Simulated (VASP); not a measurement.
Set up this calculation in VASP 6.6.1, as the native input.

| Quantity | Value |
| --- | --- |
| Task | single point |
| Functional | revPBE |
| Potentials or basis | VASP PAW PBE potentials, release 64 (Ta_pv) |
| Cutoff | 520 eV |
| k mesh | 13 × 13 × 13 |
| Occupations | fermi-dirac, width 0.1 eV |
| Spin | no spin polarisation |
| Dipole correction | no |
| Further INCAR settings | ALGO = Normal; EDIFF = 1e-06; NBANDS = 12 |

The structure of Ta lies in POSCAR:

```
Ta
1.0
    2.8612132550      0.0000000000      0.0000000000
    0.0000000000      2.8612132550      0.0000000000
    0.0000000000      0.0000000000      2.8612132550
Ta
1
Direct
    0.0000000000      0.0000000000      0.0000000000
```

This cell differs from its parent crystal: volume scaled by 1.12.

These files were run (other wordings do the same):

INCAR

```
PREC = Accurate
ENCUT = 520
EDIFF = 1E-6
ISMEAR = -1
SIGMA = 0.1
LREAL = F
LASPH = T
NELM = 80
ALGO = Normal
ISIF = 2
LWAVE = F
LCHARG = F
GGA = RE
NBANDS = 12
```

KPOINTS

```
regular mesh
0
Gamma
  13 13 13
```

Potentials or basis: VASP PAW PBE potentials, release 64 (Ta_pv).

Launch:

```sh
$ cat potpaw_PBE.64/Ta_pv/POTCAR > POTCAR
$ mpirun -np 1 vasp_std > vasp.out
```

Results of the run:

```
Pressure : -12.5 GPa
```

Caveat: the PAW data sets were made with another functional, which shifts forces and pressure a little.

Run time: 12 s on 1 thread of Intel(R) Xeon(R) Platinum 8259CL CPU @ 2.50GHz (Skylake/Cascade Lake), with other jobs on the host, peak memory 0.15 GiB.
